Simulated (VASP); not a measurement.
Crystal: KNa2Rh.

```
K Na Rh
1.0
     3.46323    0.00000    0.00000
     0.00000    3.46323    0.00000
     0.00000    0.00000   10.23704
K Na Rh
1 2 1
Cartesian
  1.7316 1.7316 5.1185
  0.0000 0.0000 8.6044
  0.0000 0.0000 1.6327
  1.7316 1.7316 0.0000
```

- Program: VASP 6.6.1
- Task: relaxation of cell and atoms
- Functional: PBE
- Potentials or basis: VASP PAW PBE potentials, release 64 (K_sv, Na_sv, Rh_sv_GW)
- Cutoff: 970 eV
- k mesh: 6 × 6 × 2
- Occupations: gaussian, width 0.1 eV
- Spin: no spin polarisation

At the start: pressure 0.1 GPa; volume 30.70 Å³/atom.

Question: How do energy, volume and symmetry change on relaxing?

Answer: Over 9 steps the energy falls by 7.7 meV/atom and the volume is 30.23 Å³/atom (-1.5 %); space group P4/mmm (No. 123, to 0.1 Å) before and after.

Step by step:
| step | energy change (eV) | largest force (eV/Å) | pressure (GPa) | volume (Å³) |
| --- | --- | --- | --- | --- |
| 1 | 0.0000 | 0.0276 | 0.06 | 122.78 |
| 2 | -0.0026 | 0.0193 | 0.01 | 122.99 |
| 3 | -0.0091 | 0.0027 | -0.16 | 123.58 |
| 4 | -0.0170 | 0.0422 | -0.44 | 124.66 |
| 5 | -0.0124 | 0.0747 | -0.87 | 126.40 |
| 6 | -0.0186 | 0.0540 | -0.58 | 125.13 |
| 7 | -0.0208 | 0.0460 | -0.53 | 124.72 |
| 8 | -0.0263 | 0.0206 | -0.42 | 123.48 |
| 9 | -0.0308 | 0.0353 | -0.17 | 120.92 |

Final structure:
```
CELL_PARAMETERS angstrom
3.62815 0.00000 0.00000
0.00000 3.62815 0.00000
0.00000 0.00000 9.18636
ATOMIC_POSITIONS crystal
K 0.50000 0.50000 0.50000
Na 0.00000 0.00000 0.83847
Na 0.00000 0.00000 0.16153
Rh 0.50000 0.50000 0.00000
```
